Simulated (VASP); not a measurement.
A run of VASP 6.6.1 is set up as follows.

INCAR

```
SYSTEM = GaSb
PREC = Accurate
ENCUT = 500
EDIFF = 1E-6
ISMEAR = 0
SIGMA = 0.1
LREAL = .FALSE.
LASPH = .TRUE.
NELM = 120
ALGO = Normal
ISIF = 2
LWAVE = .FALSE.
LCHARG = .FALSE.
GGA = PS
NBANDS = 16
GGA_COMPAT = .FALSE.
```

The input KPOINTS:

```
Automatic mesh
0
G
  6 6 6
  0 0 0
```

Contents of POSCAR:

```
GaSb
1.0
    0.0000000000      3.0558829818      3.0558829818
    3.0558829818      0.0000000000      3.0558829818
    3.0558829818      3.0558829818      0.0000000000
Ga Sb
1 1
Direct
    0.0000000000      0.0000000000      0.0000000000
    0.2500000000      0.2500000000      0.2500000000
```

Potentials or basis: VASP PAW PBE potentials, release 64 (Ga_d, Sb).

Launch:

```bash
$ cat potpaw_PBE.64/Ga_d/POTCAR potpaw_PBE.64/Sb/POTCAR > POTCAR
$ mpirun -np 1 vasp_std > vasp.out
```

(1) Predict the pressure.

Results:

(1) 0.2 GPa.

Caveat: the PAW data sets were made with another functional, which shifts forces and pressure a little.
